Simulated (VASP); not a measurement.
# SrHI (P4/nmm) in VASP: further runs

The runs below take SrHI through single point, with LDA.

All numbers are computed with VASP 6.6.1; they aren't measurements. Logs are shortened: lines on timing, memory, paths and dates and some standing lists are left out, and cuts for length are marked.

## 1. The cell of the first run

It takes space group P4/nmm (No. 129, tetragonal). Conventional cell: a = 4.332 Å, b = 4.332 Å, c = 8.374 Å, α = 90.00°, β = 90.00°, γ = 90.00°. Within 3.6 Å of Sr (site symmetry 4mm) lie 4 H at 2.74 Å and 4 I at 3.18 Å. Within 3.6 Å of H (site symmetry -4m2) lie 4 Sr at 2.74 Å and 4 H at 3.06 Å and 4 I at 3.32 Å. I (site symmetry 4mm) has 6 Sr at 3.18 to 4.19 Å and 4 H at 3.32 Å within 4.2 Å.

## 2. Single point, LDA

INCAR

```
SYSTEM = SrHI
PREC = Accurate ; ENCUT = 520
EDIFF = 1E-6 ; ISMEAR = 0
SIGMA = 0.01 ; LREAL = .FALSE.
LASPH = .TRUE. ; NELM = 60
ALGO = Normal ; ISIF = 2
LWAVE = .FALSE. ; LCHARG = .FALSE.
GGA = CA ; NBANDS = 27
```

KPOINTS

```
regular mesh
0
G
  4 4 4
  0 0 0
```

POSCAR

```
SrHI
1.0
    4.3317960944      0.0000000000      0.0000000000
    0.0000000000      4.3317960944      0.0000000000
    0.0000000000      0.0000000000      8.3742111640
Sr H I
2 2 2
Direct
    0.0000000000      0.5000000000      0.2000000000
    0.5000000000      0.0000000000      0.8000000000
    0.0000000000      0.0000000000      0.0000000000
    0.5000000000      0.5000000000      0.0000000000
    0.0000000000      0.5000000000      0.7000000000
    0.5000000000      0.0000000000      0.3000000000
```

Potentials or basis: VASP PAW LDA potentials, release 64 (Sr_sv, H, I).

The run is started by

```
$ cat potpaw_LDA.64/Sr_sv/POTCAR potpaw_LDA.64/H/POTCAR potpaw_LDA.64/I/POTCAR > POTCAR
$ mpirun -np 1 vasp_std > vasp.out
```

OUTCAR:

```text
SYSTEM = SrHI
   PREC = Accurate
   ENCUT = 520
   EDIFF = 1E-6
   ISMEAR = 0
   LREAL = .FALSE.
   LASPH = .TRUE.
   NELM = 60
   ISIF = 2
   GGA = CA

 ion  position               nearest neighbor table
   1  0.000  0.500  0.200-   3 2.74   4 2.74   3 2.74   4 2.74   6 3.18   6 3.18   6 3.18   6 3.18
                             5 4.19   5 4.19   2 4.54   2 4.54   2 4.54   2 4.54
   2  0.500  0.000  0.800-   3 2.74   4 2.74   4 2.74   3 2.74   5 3.18   5 3.18   5 3.18   5 3.18
                             6 4.19   6 4.19   1 4.54   1 4.54   1 4.54   1 4.54
   3  0.000  0.000  0.000-   1 2.74   2 2.74   1 2.74   2 2.74
   4  0.500  0.500  0.000-   1 2.74   2 2.74   2 2.74   1 2.74
   5  0.000  0.500  0.700-   2 3.18   2 3.18   2 3.18   2 3.18   1 4.19   1 4.19
   6  0.500  0.000  0.300-   1 3.18   1 3.18   1 3.18   1 3.18   2 4.19   2 4.19

  LATTYP: Found a simple tetragonal cell.
 ALAT       =     4.3317960944
 C/A-ratio  =     1.9331960650

  Lattice vectors:

 A1 = (   4.3317960944,   0.0000000000,   0.0000000000)
 A2 = (   0.0000000000,   4.3317960944,   0.0000000000)
 A3 = (   0.0000000000,   0.0000000000,   8.3742111640)

Analysis of symmetry for initial positions (statically):
=====================================================================
 Subroutine PRICEL returns:
 Original cell was already a primitive cell.

 Routine SETGRP: Setting up the symmetry group for a
 simple tetragonal supercell.

 Subroutine GETGRP returns: Found 16 space group operations
 (whereof  8 operations were pure point group operations)
 out of a pool of 16 trial point group operations.

The static configuration has the point symmetry D_2d.
 The point group associated with its full space group is D_4h.

Analysis of symmetry for dynamics (positions and initial velocities):
=====================================================================
 Subroutine PRICEL returns:
 Original cell was already a primitive cell.

 Routine SETGRP: Setting up the symmetry group for a
 simple tetragonal supercell.

 Subroutine GETGRP returns: Found 16 space group operations
 (whereof  8 operations were pure point group operations)
 out of a pool of 16 trial point group operations.

The dynamic configuration has the point symmetry D_2d.
 The point group associated with its full space group is D_4h.

 Subroutine INISYM returns: Found 16 space group operations
 (whereof  8 operations are pure point group operations),
 and found     1 'primitive' translations

----------------------------------------------------------------------------------------

                                     Primitive cell

  volume of cell :     157.1375

  direct lattice vectors                    reciprocal lattice vectors
     4.331796094  0.000000000  0.000000000     0.230851125  0.000000000  0.000000000
     0.000000000  4.331796094  0.000000000     0.000000000  0.230851125  0.000000000
     0.000000000  0.000000000  8.374211164     0.000000000  0.000000000  0.119414233

  length of vectors
     4.331796094  4.331796094  8.374211164     0.230851125  0.230851125  0.119414233

  position of ions in fractional coordinates (direct lattice)
     0.000000000  0.500000000  0.200000000
     0.500000000  0.000000000  0.800000000
     0.000000000  0.000000000  0.000000000
     0.500000000  0.500000000  0.000000000
     0.000000000  0.500000000  0.700000000
     0.500000000  0.000000000  0.300000000

  ion indices of the primitive-cell ions
   primitive index   ion index
                 1           1
                 2           2
                 3           3
                 4           4
                 5           5
                 6           6

----------------------------------------------------------------------------------------

 KPOINTS: regular mesh

Automatic generation of k-mesh.
 Grid dimensions read from file:
 generate k-points for:    4    4    4

 Generating k-lattice:

  Cartesian coordinates                     Fractional coordinates (reciprocal lattice)
     0.057712781  0.000000000  0.000000000     0.250000000  0.000000000  0.000000000
     0.000000000  0.057712781  0.000000000     0.000000000  0.250000000  0.000000000
     0.000000000  0.000000000  0.029853558     0.000000000  0.000000000  0.250000000

  Length of vectors
     0.057712781  0.057712781  0.029853558

  Shift w.r.t. Gamma in fractional coordinates (k-lattice)
     0.000000000  0.000000000  0.000000000

 Subroutine IBZKPT returns following result:
 ===========================================

 Found     18 irreducible k-points:

 Following reciprocal coordinates:
            Coordinates               Weight
  0.000000  0.000000  0.000000      1.000000
  0.250000  0.000000  0.000000      4.000000
  0.500000  0.000000  0.000000      2.000000
  0.250000  0.250000  0.000000      4.000000
  0.500000  0.250000  0.000000      4.000000
  0.500000  0.500000  0.000000      1.000000
[... 10 lines left out ...]
  0.500000  0.250000  0.500000      4.000000
  0.500000  0.500000  0.500000      1.000000
   k-points           NKPTS =     18   k-points in BZ     NKDIM =     18   number of bands    NBANDS=     27
   number of dos      NEDOS =    301   number of ions     NIONS =      6
   total plane-waves  NPLWV =  65536
   dimension x,y,z NGX =    32 NGY =   32 NGZ =   64
   dimension x,y,z NGXF=    64 NGYF=   64 NGZF=  128
   ions per type =               2   2   2
   NGX,Y,Z   is equivalent  to a cutoff of  12.28, 12.28, 12.71 a.u.
   NGXF,Y,Z  is equivalent  to a cutoff of  24.56, 24.56, 25.41 a.u.
 SYSTEM =  SrHI
   PREC   = accura    normal or accurate (medium, high low for compatibility)
   ISTART =      0    job   : 0-new  1-cont  2-samecut
   ICHARG =      2    charge: 1-file 2-atom 10-const
   ISPIN  =      1    spin polarized calculation?
   LNONCOLLINEAR =      F non collinear calculations
   LSORBIT =      F    spin-orbit coupling
   LASPH  =      T    aspherical Exc in radial PAW
   ENCUT  =  520.0 eV  38.22 Ry    6.18 a.u.   8.05  8.05 15.57*2*pi/ulx,y,z
   NELM   =     60;   NELMIN=  2; NELMDL= -5     # of ELM steps
   EDIFF  = 0.1E-05   stopping-criterion for ELM
   LREAL  =      F    real-space projection
   EDIFFG = 0.1E-04   stopping-criterion for IOM
   NSW    =      0    number of steps for IOM
   IBRION =     -1    ionic relax: 0-MD 1-quasi-New 2-CG
   NFREE  =      0    steps in history (QN), initial steepest desc. (CG)
   ISIF   =      2    stress and relaxation
   ISYM   =      2    0-nonsym 1-usesym 2-fastsym
   POTIM  = 0.5000    time-step for ionic-motion
   TEBEG  =    0.0;   TEEND  =   0.0 temperature during run
   PSTRESS=    0.0 pullay stress
   NELECT =      36.0000    total number of electrons
   NUPDOWN=      -1.0000    fix difference up-down
   EMIN   =  10.00;   EMAX   =-10.00  energy-range for DOS
   EFERMI =   0.00;   METHOD = LEGACY
   ISMEAR =     0;   SIGMA  =   0.01  broadening in eV -4-tet -1-fermi 0-gaus
   EFERMI_NEDOS =   21; number of points for ismear=-14 and -15
   IALGO  =     38    algorithm
   IMIX   =      4    mixing-type and parameters
     AMIX     =   0.40;   BMIX     =  1.00
     AMIX_MAG =   1.60;   BMIX_MAG =  1.00
  volume/ion in A,a.u.               =      26.19       176.74
  Fermi-wavevector in a.u.,A,eV,Ry     =   1.001726  1.892988 13.652839  1.003455
  Thomas-Fermi vector in A             =   2.134167
   LORBIT       =      0    0 simple, 1 ext, 2 COOP (PROOUT), +10 PAW based schemes
   GGA     = CA    functional components
   LHFCALC =     F    Hartree Fock is set to
   AEXX    =    0.0000 exact exchange contribution
   IVDW    =     0    specifies the selected vdW correction
   LEPSILON=     F    determine dielectric tensor
   LRPA    =     F    only Hartree local field effects (RPA)
 non-spin polarized calculation
 Gauss-broadening in eV      SIGMA  =   0.01
  energy-cutoff  :      520.00
  volume of cell :      157.14
 maximum number of plane-waves:      4280
   NGX = 17   NGY = 17   NGZ = 31

 number of electron      35.9999999 magnetization

 Free energy of the ion-electron system (eV)
  ---------------------------------------------------
  ext. energy  EPLUGINS =         0.00000000
  ---------------------------------------------------
  free energy    TOTEN  =       -21.18134488 eV

  energy without entropy =      -21.18134488  energy(sigma->0) =      -21.18134488

 E-fermi :   2.4354     XC(G=0):  -8.8703

 val. band max:        2.3850852307   @ k =   0.0000   0.0000   0.5000
 cond. band min:       4.3280454703   @ k =   0.0000   0.0000   0.5000
 fundamental gap:      1.9429602396
 Fermi energy:         2.4354124982

 k-point     1 :       0.0000    0.0000    0.0000
  band No.  band energies     occupation
      1     -31.8692      2.00000
      2     -31.8648      2.00000
      3     -14.0407      2.00000
      4     -13.9997      2.00000
      5     -13.9997      2.00000
      6     -13.9807      2.00000
[... 19 lines left out ...]
     26       7.1901      0.00000
     27       7.4787      0.00000

 k-point     2 :       0.2500    0.0000    0.0000
  band No.  band energies     occupation
      1     -31.8658      2.00000
      2     -31.8627      2.00000
      3     -14.1310      2.00000
      4     -14.1112      2.00000
      5     -14.0139      2.00000
      6     -13.9839      2.00000
[... 19 lines left out ...]
     26       7.7771      0.00000
     27       8.5522      0.00000

 k-point     3 :       0.5000    0.0000    0.0000
  band No.  band energies     occupation
      1     -31.8615      2.00000
      2     -31.8615      2.00000
      3     -14.2347      2.00000
      4     -14.2347      2.00000
      5     -13.9706      2.00000
      6     -13.9706      2.00000
[... 19 lines left out ...]
     26       8.2574      0.00000
     27       9.1412      0.00000

 k-point     4 :       0.2500    0.2500    0.0000
  band No.  band energies     occupation
      1     -31.8627      2.00000
      2     -31.8604      2.00000
      3     -14.1104      2.00000
      4     -14.1076      2.00000
      5     -14.0633      2.00000
      6     -14.0345      2.00000
[... 19 lines left out ...]
     26       7.7693      0.00000
     27       8.2704      0.00000

 k-point     5 :       0.5000    0.2500    0.0000
  band No.  band energies     occupation
      1     -31.8588      2.00000
      2     -31.8588      2.00000
      3     -14.1743      2.00000
      4     -14.1743      2.00000
      5     -14.0361      2.00000
      6     -14.0361      2.00000
[... 19 lines left out ...]
     26       8.4903      0.00000
     27       8.7218      0.00000

 k-point     6 :       0.5000    0.5000    0.0000
  band No.  band energies     occupation
      1     -31.8562      2.00000
      2     -31.8562      2.00000
      3     -14.1269      2.00000
      4     -14.1269      2.00000
      5     -14.0886      2.00000
      6     -14.0886      2.00000
[... 264 lines left out ...]
      1     -31.8615      2.00000
      2     -31.8615      2.00000
      3     -14.2370      2.00000
      4     -14.2370      2.00000
      5     -13.9683      2.00000
      6     -13.9683      2.00000
[... 19 lines left out ...]
     26       7.9616      0.00000
     27       8.5447      0.00000

 k-point    16 :       0.2500    0.2500    0.5000
  band No.  band energies     occupation
      1     -31.8626      2.00000
      2     -31.8605      2.00000
      3     -14.1140      2.00000
      4     -14.1090      2.00000
      5     -14.0619      2.00000
      6     -14.0359      2.00000
[... 19 lines left out ...]
     26       7.5327      0.00000
     27       7.8890      0.00000

 k-point    17 :       0.5000    0.2500    0.5000
  band No.  band energies     occupation
      1     -31.8588      2.00000
      2     -31.8588      2.00000
      3     -14.1755      2.00000
      4     -14.1755      2.00000
      5     -14.0365      2.00000
      6     -14.0365      2.00000
[... 19 lines left out ...]
     26       8.2161      0.00000
     27       8.5972      0.00000

 k-point    18 :       0.5000    0.5000    0.5000
  band No.  band energies     occupation
      1     -31.8562      2.00000
      2     -31.8562      2.00000
      3     -14.1251      2.00000
      4     -14.1251      2.00000
      5     -14.0904      2.00000
      6     -14.0904      2.00000
[... 19 lines left out ...]
     26       8.2066      0.00000
     27       9.1896      0.00000

------------------------ aborting loop because EDIFF is reached ----------------------------------------

  FORCE on cell =-STRESS in cart. coord.  units (eV):
  Direction    XX          YY          ZZ          XY          YZ          ZX
  --------------------------------------------------------------------------------------
  -------------------------------------------------------------------------------------
  Total        0.3471883      0.3471883     -3.5512051      0.0000000      0.0000000     -0.0000000
  in kB        3.5399389      3.5399389    -36.2081571      0.0000000      0.0000000     -0.0000000
  external PRESSURE =      -9.7094264 kB  Pullay stress =       0.0000000 kB

 VOLUME and BASIS-vectors are now :
 -----------------------------------------------------------------------------
  energy-cutoff  :      520.00
  volume of cell :      157.14
      direct lattice vectors                 reciprocal lattice vectors
     4.331796094  0.000000000  0.000000000     0.230851125  0.000000000  0.000000000
     0.000000000  4.331796094  0.000000000     0.000000000  0.230851125  0.000000000
     0.000000000  0.000000000  8.374211164     0.000000000  0.000000000  0.119414233

 POSITION                                       TOTAL-FORCE (eV/Angst)
 -----------------------------------------------------------------------------------
      0.00000      2.16590      1.67484        -0.000000      0.000000     -1.692311
      2.16590      0.00000      6.69937         0.000000     -0.000000      1.692311
      0.00000      0.00000      0.00000        -0.000000     -0.000000     -0.000000
      2.16590      2.16590      0.00000        -0.000000      0.000000     -0.000000
      0.00000      2.16590      5.86195        -0.000000     -0.000000     -0.998564
      2.16590      0.00000      2.51226         0.000000     -0.000000      0.998564
 -----------------------------------------------------------------------------------
    total drift:                                0.000000      0.000000      0.000000

  FREE ENERGIE OF THE ION-ELECTRON SYSTEM (eV)
  ---------------------------------------------------
  free  energy   TOTEN  =       -21.1813448846 eV

  energy  without entropy=      -21.1813448846  energy(sigma->0) =      -21.18134488
```

Wall time 25 s (1 thread of Intel Xeon 6975P-C (Granite Rapids), shared host); peak memory 0.24 GiB.

Results:

| Property | Result |
| --- | --- |
| Free energy | -21.1813 eV |
| Pressure | -1.0 GPa |
| Largest force | 1.692 eV/Å |
| Band gap on the k mesh | 1.94 eV, direct |

Forces on the atoms (eV/Å):
```
Sr   0.000  0.000 -1.692
Sr   0.000  0.000  1.692
H    0.000  0.000  0.000
H    0.000  0.000  0.000
I    0.000  0.000 -0.999
I    0.000  0.000  0.999
```

Stress tensor (GPa, compression positive):
```
 0.35  0.00  0.00
 0.00  0.35  0.00
 0.00  0.00 -3.62
```

Caveat: spin-orbit coupling is left out, which moves the levels of the heavy elements; forces of over 1 eV/Å act on the atoms, so gaps and moduli don't describe the material at rest.

## 3. Single point, LDA

This run uses another cell than the first one, of 26.91 Å³/atom, 1.027 times its volume.

INCAR

```
SYSTEM = SrHI
PREC = Accurate
ENCUT = 520
EDIFF = 1E-7
ISMEAR = 0
SIGMA = 0.01
LREAL = .FALSE.
LASPH = .TRUE.
NELM = 100
ALGO = Normal
ISIF = 2
LWAVE = .FALSE.
LCHARG = .FALSE.
GGA = CA
NBANDS = 27
```

KPOINTS

```
Automatic mesh
0
G
  4 4 4
  0 0 0
```

Changes to POSCAR since step 2:

```diff
@@ -2,5 +2,5 @@
 1.0
-    4.3317960944      0.0000000000      0.0000000000
-    0.0000000000      4.3317960944      0.0000000000
-    0.0000000000      0.0000000000      8.3742111640
+    4.3710000000      0.0000000000      0.0000000000
+    0.0000000000      4.3710000000      0.0000000000
+    0.0000000000      0.0000000000      8.4500000000
 Sr H I
```

Potentials or basis: VASP PAW LDA potentials, release 64 (Sr_sv, H, I).

The run is started by

```
$ cat potpaw_LDA.64/Sr_sv/POTCAR potpaw_LDA.64/H/POTCAR potpaw_LDA.64/I/POTCAR > POTCAR
$ mpirun -np 1 vasp_std > vasp.out
```

Run time: 32 s. Hardware: 1 thread of Intel Xeon 6975P-C (Granite Rapids), shared host; peak memory 0.26 GiB.

Results (log left out):

```
Free energy            : -21.1450 eV
Pressure               : -1.8 GPa
Largest force          : 1.658 eV/Å
Band gap on the k mesh : 2.02 eV, direct
```

Forces on the atoms (eV/Å):
```
Sr   0.000  0.000 -1.658
Sr   0.000  0.000  1.658
H    0.000  0.000  0.000
H    0.000  0.000  0.000
I    0.000  0.000 -0.910
I    0.000  0.000  0.910
```

Stress tensor (GPa, compression positive):
```
-0.69  0.00  0.00
 0.00 -0.69  0.00
 0.00  0.00 -3.93
```

Levels at points of the mesh, in eV from the valence-band top:
```csv
k point,band 15,band 16,band 17,band 18,band 19,band 20,band 21,band 22
"(0.00, 0.00, 0.00)",-1.77,-1.77,-1.09,-0.24,2.23,3.62,3.80,4.28
"(0.50, 0.00, 0.00)",-2.34,-2.34,-0.08,-0.08,3.38,3.38,4.22,4.22
"(0.50, 0.50, 0.00)",-2.14,-2.14,-0.85,-0.85,3.10,3.10,5.34,5.34
"(0.00, 0.00, 0.50)",-1.76,-1.76,-0.21,0.00,2.02,3.14,4.15,4.25
"(0.50, 0.00, 0.50)",-2.27,-2.27,-0.41,-0.41,3.95,3.95,4.52,4.52
"(0.50, 0.50, 0.50)",-2.21,-2.21,-0.75,-0.75,3.98,3.98,4.44,4.44
```

Caveat: spin-orbit coupling is left out, which moves the levels of the heavy elements; forces of over 1 eV/Å act on the atoms, so gaps and moduli don't describe the material at rest. A k mesh can miss the band edges.

(Continued in part 2 of 2.)
